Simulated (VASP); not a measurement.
Crystal: Y.

```
CELL_PARAMETERS angstrom
3.74218 0.00000 0.00000
-1.87109 3.24082 0.00000
0.00000 0.00000 5.87951
ATOMIC_POSITIONS crystal
Y 0.33333 0.66667 0.25000
Y 0.66667 0.33333 0.75000
```

- Program: VASP 6.6.1
- Task: relaxation of cell and atoms
- Functional: r2SCAN
- Potentials or basis: VASP PAW PBE potentials, release 64 (Y_sv)
- Cutoff: 600 eV
- k mesh: 10 × 10 × 6
- Occupations: fermi-dirac, width 0.05 eV
- Spin: no spin polarisation

At the start: pressure -2.3 GPa; volume 35.65 Å³/atom.

Q: Where does the relaxation end?

A: Over 11 steps the energy falls by 17.2 meV/atom and the volume is 33.46 Å³/atom (-6.2 %); space group P6_3/mmc (No. 194, to 0.1 Å) before and after.

Step by step:
```tsv
step	energy change (eV)	largest force (eV/Å)	pressure (GPa)	volume (Å³)
1	0.0000	0.0000	-2.27	71.31
2	-0.0326	0.0000	0.51	66.22
3	-0.0334	0.0000	0.03	66.92
4	-0.0334	0.0000	0.09	66.84
5	-0.0343	0.0000	0.06	66.84
6	-0.0344	0.0000	0.05	66.85
7	-0.0344	0.0000	0.05	66.85
8	-0.0344	0.0000	0.05	66.85
9	-0.0344	0.0000	0.05	66.85
10	-0.0344	0.0000	-0.02	66.95
11	-0.0344	0.0000	0.01	66.92
```

Final structure:
```
CELL_PARAMETERS angstrom
3.68435 0.00000 0.00000
-1.84217 3.19074 0.00000
0.00000 0.00000 5.69217
ATOMIC_POSITIONS crystal
Y 0.33333 0.66667 0.25000
Y 0.66667 0.33333 0.75000
```

Caveat: the PAW data sets were made with another functional, which shifts forces and pressure a little.
